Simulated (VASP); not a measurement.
# P (P4/mmm) in VASP: a series of runs

The runs below take P through single point, with PBEsol.

Everything below comes from runs of VASP 6.6.1. Logs are shortened: lines on timing, memory, paths and dates and some standing lists are left out, and cuts for length are marked.

## 1. The cell of the first run

Symmetry: P4/mmm, No. 123, tetragonal system. Conventional cell: a = 4.301 Å, b = 4.301 Å, c = 4.407 Å, α = 90.00°, β = 90.00°, γ = 90.00°. P (site symmetry 4/mmm) has 6 P at 4.30 to 4.41 Å within 5.6 Å.

## 2. Single point, PBEsol (volume scaled by 1.02)

File INCAR:

```
SYSTEM = P
ALGO = Normal
EDIFF = 1E-6
ENCUT = 500
GGA = PS
GGA_COMPAT = .FALSE.
ISIF = 2
ISMEAR = -1
LASPH = .TRUE.
LCHARG = .TRUE.
LELF = .TRUE.
LREAL = .FALSE.
LVHAR = .TRUE.
LWAVE = .FALSE.
NBANDS = 8
NELM = 120
PREC = Accurate
SIGMA = 0.08
```

File KPOINTS:

```
k-points
0
G
  10 10 9
  0 0 0
```

File POSCAR:

```
P
1.0
    4.3012030652      0.0000000000      0.0000000000
    0.0000000000      4.3012030652      0.0000000000
    0.0000000000      0.0000000000      4.4069942224
P
1
Direct
    0.0000000000      0.0000000000      0.0000000000
```

Potentials or basis: VASP PAW PBE potentials, release 64 (P).

The run is started by

```
$ cat potpaw_PBE.64/P/POTCAR > POTCAR
$ mpirun -np 1 vasp_std > vasp.out
```

OUTCAR:

```text
SYSTEM = P
   EDIFF = 1E-6
   ENCUT = 500
   GGA = PS
   ISIF = 2
   ISMEAR = -1
   LASPH = .TRUE.
   LREAL = .FALSE.
   NELM = 120
   PREC = Accurate

 ion  position               nearest neighbor table
   1  0.000  0.000  0.000-

  LATTYP: Found a simple tetragonal cell.
 ALAT       =     4.3012030652
 C/A-ratio  =     1.0245957132

  Lattice vectors:

 A1 = (   4.3012030652,   0.0000000000,   0.0000000000)
 A2 = (   0.0000000000,   4.3012030652,   0.0000000000)
 A3 = (   0.0000000000,   0.0000000000,   4.4069942224)

Analysis of symmetry for initial positions (statically):
=====================================================================
 Subroutine PRICEL returns:
 Original cell was already a primitive cell.

 Routine SETGRP: Setting up the symmetry group for a
 simple tetragonal supercell.

 Subroutine GETGRP returns: Found 16 space group operations
 (whereof 16 operations were pure point group operations)
 out of a pool of 16 trial point group operations.

The static configuration has the point symmetry D_4h.

Analysis of symmetry for dynamics (positions and initial velocities):
=====================================================================
 Subroutine PRICEL returns:
 Original cell was already a primitive cell.

 Routine SETGRP: Setting up the symmetry group for a
 simple tetragonal supercell.

 Subroutine GETGRP returns: Found 16 space group operations
 (whereof 16 operations were pure point group operations)
 out of a pool of 16 trial point group operations.

The dynamic configuration has the point symmetry D_4h.

 Subroutine INISYM returns: Found 16 space group operations
 (whereof 16 operations are pure point group operations),
 and found     1 'primitive' translations

----------------------------------------------------------------------------------------

                                     Primitive cell

  volume of cell :      81.5309

  direct lattice vectors                    reciprocal lattice vectors
     4.301203065  0.000000000  0.000000000     0.232493092  0.000000000  0.000000000
     0.000000000  4.301203065  0.000000000     0.000000000  0.232493092  0.000000000
     0.000000000  0.000000000  4.406994222     0.000000000  0.000000000  0.226912029

  length of vectors
     4.301203065  4.301203065  4.406994222     0.232493092  0.232493092  0.226912029

  position of ions in fractional coordinates (direct lattice)
     0.000000000  0.000000000  0.000000000

  ion indices of the primitive-cell ions
   primitive index   ion index
                 1           1

----------------------------------------------------------------------------------------

 KPOINTS: k-points

Automatic generation of k-mesh.
 Grid dimensions read from file:
 generate k-points for:   10   10    9

 Generating k-lattice:

  Cartesian coordinates                     Fractional coordinates (reciprocal lattice)
     0.023249309  0.000000000  0.000000000     0.100000000  0.000000000  0.000000000
     0.000000000  0.023249309  0.000000000     0.000000000  0.100000000  0.000000000
     0.000000000  0.000000000  0.025212448     0.000000000  0.000000000  0.111111111

  Length of vectors
     0.023249309  0.023249309  0.025212448

  Shift w.r.t. Gamma in fractional coordinates (k-lattice)
     0.000000000  0.000000000  0.000000000

 Subroutine IBZKPT returns following result:
 ===========================================

 Found    105 irreducible k-points:

 Following reciprocal coordinates:
            Coordinates               Weight
  0.000000  0.000000  0.000000      1.000000
  0.100000  0.000000  0.000000      4.000000
  0.200000  0.000000  0.000000      4.000000
  0.300000  0.000000  0.000000      4.000000
  0.400000  0.000000  0.000000      4.000000
  0.500000  0.000000  0.000000      2.000000
[... 16 lines left out ...]
  0.100000  0.000000  0.111111      8.000000
  0.200000  0.000000  0.111111      8.000000
 [... further k-points ...]
   k-points           NKPTS =    105   k-points in BZ     NKDIM =    105   number of bands    NBANDS=      8
   number of dos      NEDOS =    301   number of ions     NIONS =      1
   total plane-waves  NPLWV =  32768
   dimension x,y,z NGX =    32 NGY =   32 NGZ =   32
   dimension x,y,z NGXF=    64 NGYF=   64 NGZF=   64
   ions per type =               1
   NGX,Y,Z   is equivalent  to a cutoff of  12.37, 12.37, 12.07 a.u.
   NGXF,Y,Z  is equivalent  to a cutoff of  24.74, 24.74, 24.14 a.u.
 SYSTEM =  P
   PREC   = accura    normal or accurate (medium, high low for compatibility)
   ISTART =      0    job   : 0-new  1-cont  2-samecut
   ICHARG =      2    charge: 1-file 2-atom 10-const
   ISPIN  =      1    spin polarized calculation?
   LNONCOLLINEAR =      F non collinear calculations
   LSORBIT =      F    spin-orbit coupling
   LASPH  =      T    aspherical Exc in radial PAW
   ENCUT  =  500.0 eV  36.75 Ry    6.06 a.u.   7.84  7.84  8.03*2*pi/ulx,y,z
   NELM   =    120;   NELMIN=  2; NELMDL= -5     # of ELM steps
   EDIFF  = 0.1E-05   stopping-criterion for ELM
   LREAL  =      F    real-space projection
   EDIFFG = 0.1E-04   stopping-criterion for IOM
   NSW    =      0    number of steps for IOM
   IBRION =     -1    ionic relax: 0-MD 1-quasi-New 2-CG
   NFREE  =      0    steps in history (QN), initial steepest desc. (CG)
   ISIF   =      2    stress and relaxation
   ISYM   =      2    0-nonsym 1-usesym 2-fastsym
   POTIM  = 0.5000    time-step for ionic-motion
   TEBEG  =    0.0;   TEEND  =   0.0 temperature during run
   PSTRESS=    0.0 pullay stress
   NELECT =       5.0000    total number of electrons
   NUPDOWN=      -1.0000    fix difference up-down
   EMIN   =  10.00;   EMAX   =-10.00  energy-range for DOS
   EFERMI =   0.00;   METHOD = LEGACY
   ISMEAR =    -1;   SIGMA  =   0.08  broadening in eV -4-tet -1-fermi 0-gaus
   EFERMI_NEDOS =   21; number of points for ismear=-14 and -15
   IALGO  =     38    algorithm
   IMIX   =      4    mixing-type and parameters
     AMIX     =   0.40;   BMIX     =  1.00
     AMIX_MAG =   1.60;   BMIX_MAG =  1.00
  volume/ion in A,a.u.               =      81.53       550.20
  Fermi-wavevector in a.u.,A,eV,Ry     =   0.645591  1.219990  5.670739  0.416788
  Thomas-Fermi vector in A             =   1.713297
   LORBIT       =      0    0 simple, 1 ext, 2 COOP (PROOUT), +10 PAW based schemes
   GGA     = PS    functional components
   LHFCALC =     F    Hartree Fock is set to
   AEXX    =    0.0000 exact exchange contribution
   IVDW    =     0    specifies the selected vdW correction
   LEPSILON=     F    determine dielectric tensor
   LRPA    =     F    only Hartree local field effects (RPA)
 non-spin polarized calculation
  energy-cutoff  :      500.00
  volume of cell :       81.53
 maximum number of plane-waves:      2090
 NGX is ok and might be reduce to    32
   NGX = 15   NGY = 15   NGZ = 17

 number of electron       4.9999999 magnetization

 Free energy of the ion-electron system (eV)
  ---------------------------------------------------
  ext. energy  EPLUGINS =         0.00000000
  ---------------------------------------------------
  free energy    TOTEN  =        -1.16900448 eV

  energy without entropy =       -1.09319556  energy(sigma->0) =       -1.13110002

 E-fermi :  -3.1183     XC(G=0):  -4.9866

 val. band max:       -3.1269115186   @ k =   0.4000   0.3000   0.4444
 cond. band min:      -3.1161922071   @ k =   0.2000   0.0000   0.1111
 fundamental gap:      0.0107193115
 Fermi energy:        -3.1183276431

 k-point     1 :       0.0000    0.0000    0.0000
  band No.  band energies     occupation
      1     -11.8395      2.00000
      2      -2.6912      0.00955
      3      -2.5862      0.00258
      4      -2.5862      0.00258
      5       1.4873      0.00000
      6       4.3081      0.00000
      7       4.3880      0.00000
      8       8.8437      0.00000

 k-point     2 :       0.1000    0.0000    0.0000
  band No.  band energies     occupation
      1     -11.8246      2.00000
      2      -2.7517      0.02024
      3      -2.6777      0.00808
      4      -2.5733      0.00220
      5       1.6505      0.00000
      6       4.3748      0.00000
      7       4.5324      0.00000
      8       8.2311      0.00000

 k-point     3 :       0.2000    0.0000    0.0000
  band No.  band energies     occupation
      1     -11.7851      2.00000
      2      -3.1326      1.08895
      3      -2.6420      0.00518
      4      -2.5391      0.00143
      5       2.0438      0.00000
      6       4.5294      0.00000
      7       4.8753      0.00000
      8       7.4714      0.00000

 k-point     4 :       0.3000    0.0000    0.0000
  band No.  band energies     occupation
      1     -11.7348      2.00000
      2      -3.5340      1.98898
      3      -2.5966      0.00294
      4      -2.4958      0.00083
      5       2.5338      0.00000
      6       4.7443      0.00000
      7       4.9948      0.00000
      8       6.8656      0.00000

 k-point     5 :       0.4000    0.0000    0.0000
  band No.  band energies     occupation
      1     -11.6928      2.00000
      2      -3.8217      1.99970
      3      -2.5590      0.00184
      4      -2.4599      0.00053
      5       3.0438      0.00000
      6       4.6690      0.00000
      7       4.9527      0.00000
      8       6.4783      0.00000
[... 177 lines left out ...]
 k-point    22 :       0.0000    0.0000    0.1111
  band No.  band energies     occupation
      1     -11.8245      2.00000
      2      -2.8667      0.08259
      3      -2.5730      0.00219
      4      -2.5730      0.00219
      5       1.6824      0.00000
      6       4.4459      0.00000
      7       4.4653      0.00000
      8       8.2673      0.00000

 k-point    23 :       0.1000    0.0000    0.1111
  band No.  band energies     occupation
      1     -11.8097      2.00000
      2      -2.8561      0.07264
      3      -2.7301      0.01549
      4      -2.5602      0.00187
      5       1.8419      0.00000
      6       4.5081      0.00000
      7       4.6118      0.00000
      8       7.6480      0.00000

 k-point    24 :       0.2000    0.0000    0.1111
  band No.  band energies     occupation
      1     -11.7705      2.00000
      2      -3.1162      0.98665
      3      -2.8032      0.03818
      4      -2.5264      0.00122
      5       2.2244      0.00000
      6       4.6458      0.00000
      7       4.9571      0.00000
      8       6.9198      0.00000

 [... further k-points ...]

------------------------ aborting loop because EDIFF is reached ----------------------------------------

  FORCE on cell =-STRESS in cart. coord.  units (eV):
  Direction    XX          YY          ZZ          XY          YZ          ZX
  --------------------------------------------------------------------------------------
  -------------------------------------------------------------------------------------
  Total       -1.9173066     -1.9173066     -1.6856007      0.0000000      0.0000000      0.0000000
  in kB      -37.6773003    -37.6773003    -33.1240110      0.0000000      0.0000000      0.0000000
  external PRESSURE =     -36.1595372 kB  Pullay stress =       0.0000000 kB

 VOLUME and BASIS-vectors are now :
 -----------------------------------------------------------------------------
  energy-cutoff  :      500.00
  volume of cell :       81.53
      direct lattice vectors                 reciprocal lattice vectors
     4.301203065  0.000000000  0.000000000     0.232493092  0.000000000  0.000000000
     0.000000000  4.301203065  0.000000000     0.000000000  0.232493092  0.000000000
     0.000000000  0.000000000  4.406994222     0.000000000  0.000000000  0.226912029

 POSITION                                       TOTAL-FORCE (eV/Angst)
 -----------------------------------------------------------------------------------
      0.00000      0.00000      0.00000         0.000000      0.000000      0.000000
 -----------------------------------------------------------------------------------
    total drift:                               -0.000000     -0.000000      0.000000

  FREE ENERGIE OF THE ION-ELECTRON SYSTEM (eV)
  ---------------------------------------------------
  free  energy   TOTEN  =        -1.1690044755 eV

  energy  without entropy=       -1.0931955562  energy(sigma->0) =       -1.13110002
```

Run time: 12 s. Hardware: 1 thread of Intel Xeon 6975P-C (Granite Rapids), shared host; peak memory 0.19 GiB.

Results:

| Item | Value |
| --- | --- |
| Free energy | -1.1690 eV |
| Pressure | -3.6 GPa |

Stress tensor (GPa, compression positive):
```
-3.77  0.00  0.00
 0.00 -3.77  0.00
 0.00  0.00 -3.31
```

Levels at points of the mesh, in eV from the Fermi level:
```
           k point  band 1  band 2  band 3  band 4  band 5  band 6  band 7
(0.00, 0.00, 0.00)   -8.72    0.43    0.53    0.53    4.61    7.43    7.51
(0.50, 0.00, 0.00)   -8.56   -0.81    0.57    0.67    6.47    7.50    8.16
(0.50, 0.50, 0.00)   -8.41   -0.52   -0.52    0.70    5.87    8.07    9.64
```

Caveat: the PAW data sets were made with another functional, which shifts forces and pressure a little.

## 3. Single point, PBEsol (zz strain of +2 %)

File INCAR:

```
ALGO     = Normal         # electronic algorithm
EDIFF    = 1E-6           # SCF threshold, eV
ENCUT    = 500            # plane-wave cutoff, eV
GGA      = PS             # functional
GGA_COMPAT= False        
ISIF     = 2              # what is computed and relaxed
ISMEAR   = -1             # smearing method
LASPH    = True           # aspherical terms in the spheres
LCHARG   = True           # write CHGCAR
LELF     = True           # ELF
LREAL    = False          # projectors in reciprocal space
LVHAR    = True         
LWAVE    = False          # write WAVECAR
NBANDS   = 8              # bands
NELM     = 120            # most SCF steps
PREC     = Accurate       # precision mode
SIGMA    = 0.08           # smearing width, eV
```

File KPOINTS:

```
k-points
0
Gamma
  10 10 9
```

File POSCAR:

```
P
1.0
    4.2729048574      0.0000000000      0.0000000000
    0.0000000000      4.2729048574      0.0000000000
    0.0000000000      0.0000000000      4.4655600000
P
1
Direct
    0.0000000000      0.0000000000      0.0000000000
```

Potentials or basis: VASP PAW PBE potentials, release 64 (P).

The run is started by

```
$ cat potpaw_PBE.64/P/POTCAR > POTCAR
$ mpirun -np 1 vasp_std > vasp.out
```

It took 15 s on 1 thread of Intel Xeon 6975P-C (Granite Rapids), shared host; peak memory 0.2 GiB.

The run converged. Its results:

| Property | Result |
| --- | --- |
| Free energy | -1.1732 eV |
| Pressure | -3.6 GPa |

Stress tensor (GPa, compression positive):
```
-3.89  0.00  0.00
 0.00 -3.89  0.00
 0.00  0.00 -3.09
```

Levels at points of the mesh, in eV from the Fermi level:
| k point | band 1 | band 2 | band 3 | band 4 | band 5 | band 6 | band 7 |
| --- | --- | --- | --- | --- | --- | --- | --- |
| (0.00, 0.00, 0.00) | -8.72 | 0.37 | 0.56 | 0.56 | 4.61 | 7.40 | 7.54 |
| (0.50, 0.00, 0.00) | -8.55 | -0.82 | 0.53 | 0.71 | 6.48 | 7.52 | 8.18 |
| (0.50, 0.50, 0.00) | -8.39 | -0.52 | -0.52 | 0.67 | 5.88 | 8.08 | 9.67 |

Caveat: the cell differs from its parent crystal (zz strain of +2 %); the PAW data sets were made with another functional, which shifts forces and pressure a little.
